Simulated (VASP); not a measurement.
Set up this calculation in VASP 6.6.1, as the native input.

| Property | Result |
| --- | --- |
| Task | single point |
| Functional | PBE |
| Potentials or basis | VASP PAW PBE potentials, release 64 (Ga_d, N) |
| Cutoff | 520 eV |
| k mesh | 8 × 8 × 8 |
| Occupations | gaussian, width 0.01 eV |
| Spin | no spin polarisation |
| Dipole correction | no |
| Further INCAR settings | ALGO = Normal; EDIFF = 1e-06; NBANDS = 16 |

The structure of GaN lies in POSCAR:

```
GaN
1.0
    0.0000000000      2.2535006100      2.2535006100
    2.2535006100      0.0000000000      2.2535006100
    2.2535006100      2.2535006100      0.0000000000
Ga N
1 1
Direct
    0.0000000000      0.0000000000      0.0000000000
    0.7943754029      0.7056245949      0.7943754029
```

These files were run (other wordings do the same):

INCAR

```
SYSTEM = GaN
PREC = Accurate
ENCUT = 520
EDIFF = 1E-6
ISMEAR = 0
SIGMA = 0.01
LREAL = .False.
LASPH = .True.
NELM = 100
ALGO = Normal
ISIF = 2
LWAVE = .False.
LCHARG = .True.
GGA = PE
LELF = .True.
LVHAR = .True.
NBANDS = 16
```

KPOINTS

```
regular mesh
0
Gamma
  8 8 8
  0 0 0
```

Potentials or basis: VASP PAW PBE potentials, release 64 (Ga_d, N).

The run is started by

```sh
$ cat potpaw_PBE.64/Ga_d/POTCAR potpaw_PBE.64/N/POTCAR > POTCAR
$ mpirun -np 1 vasp_std > vasp.out
```

Results of the run:

The pressure is 8.9 GPa, the largest force is 2.325 eV/Å and the band gap on the k mesh is 1.48 eV.

Caveat: the cell stands under pressure; forces of over 1 eV/Å act on the atoms, so gaps and moduli don't describe the material at rest.

Wall time 29 s on 1 thread of Intel(R) Xeon(R) Platinum 8375C CPU @ 2.90GHz (Ice Lake), on a shared host, peak memory 0.16 GiB.
